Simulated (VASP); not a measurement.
HfO2:

```
Hf O
1.0
     3.60440    0.00000    0.00000
     0.00000    3.60440    0.00000
     0.00000    0.00000    5.26423
Hf O
2 4
Direct
  0.00000 0.00000 0.00000
  0.50000 0.50000 0.50000
  0.00000 0.50000 0.30677
  0.00000 0.50000 0.80677
  0.50000 0.00000 0.69323
  0.50000 0.00000 0.19323
```

- Program: VASP 6.6.1
- Task: relaxation of cell and atoms
- Functional: PBEsol
- Potentials or basis: VASP PAW PBE potentials, release 64 (Hf_pv, O)
- Cutoff: 600 eV
- k mesh: 6 × 6 × 4
- Occupations: fermi-dirac, width 0.02 eV
- Spin: no spin polarisation

At the start: pressure -10.6 GPa; volume 11.40 Å³/atom.

Task: How do energy, volume and symmetry change on relaxing?

Result: Over 11 steps the energy falls by 20.4 meV/atom and the volume is 10.78 Å³/atom (-5.5 %); space group P4_2/nmc (No. 137, to 0.05 Å).

The path:
```csv
step,energy change (eV),largest force (eV/Å),pressure (GPa),volume (Å³)
1,0.0000,0.0888,-10.63,68.39
2,0.1589,0.6789,20.48,61.17
3,-0.1021,0.1798,-0.29,65.50
4,-0.1021,0.1854,-0.08,65.44
5,-0.1087,0.1635,-0.03,65.28
6,-0.1165,0.1033,0.23,64.81
7,-0.1208,0.0491,-0.07,64.78
8,-0.1222,0.0095,-0.28,64.75
9,-0.1223,0.0051,-0.36,64.74
10,-0.1224,0.0040,0.27,64.58
11,-0.1224,0.0004,0.02,64.65
```

Final structure:
```cif
data_structure
_symmetry_space_group_name_H-M 'P 1'
_symmetry_Int_Tables_number 1
_cell_length_a 3.5510
_cell_length_b 3.5510
_cell_length_c 5.1273
_cell_angle_alpha 90.000
_cell_angle_beta 90.000
_cell_angle_gamma 90.000
_cell_volume 64.65
loop_
_atom_site_label
_atom_site_type_symbol
_atom_site_fract_x
_atom_site_fract_y
_atom_site_fract_z
_atom_site_occupancy
Hf1 Hf 0.00000 0.00000 0.00000 1
Hf2 Hf 0.50000 0.50000 0.50000 1
O1 O 0.00000 0.50000 0.29735 1
O2 O 0.00000 0.50000 0.79735 1
O3 O 0.50000 0.00000 0.70265 1
O4 O 0.50000 0.00000 0.20265 1
```

Caveat: the PAW data sets were made with another functional, which shifts forces and pressure a little.
